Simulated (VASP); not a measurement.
Here is a VASP 6.6.1 calculation.

INCAR

```
PREC = Accurate
ENCUT = 520
EDIFF = 1E-6
ISMEAR = 0
SIGMA = 0.05
LREAL = False
LASPH = True
NELM = 80
ALGO = Normal
ISIF = 2
LWAVE = False
LCHARG = True
GGA = PS
IVDW = 12
LELF = True
LVHAR = True
NBANDS = 20
```

KPOINTS

```
regular mesh
0
Gamma
  12 12 12
```

The input POSCAR:

```
WS2
1.0
    1.5790003843      0.9116362969      5.8551635000
   -1.5790003843      0.9116362969      5.8551635000
    0.0000000000     -1.8232725938      5.8551635000
W S
1 2
Direct
    0.0000000000      0.0000000000      0.0000000000
    0.7503000000      0.7503000000      0.7503000000
    0.5810000000      0.5810000000      0.5810000000
```

Potentials or basis: VASP PAW PBE potentials, release 64 (W_sv, S).

Command:

```bash
$ cat potpaw_PBE.64/W_sv/POTCAR potpaw_PBE.64/S/POTCAR > POTCAR
$ mpirun -np 1 vasp_std > vasp.out
```

Estimate the dispersion energy per atom.

-0.406 eV.

Predict the band gap on the k mesh.

0.44 eV, indirect (least direct gap 1.67 eV).

Stress tensor (GPa, compression positive):
```
 1.92  0.00  0.00
 0.00  1.92  0.00
 0.00  0.00 13.38
```

Caveat: the cell differs from its parent crystal (strain +0.000 along x and y, -0.050 along z); the PAW data sets were made with another functional, which shifts forces and pressure a little; spin-orbit coupling is left out, which moves the levels of the heavy elements. A k mesh can miss the band edges.
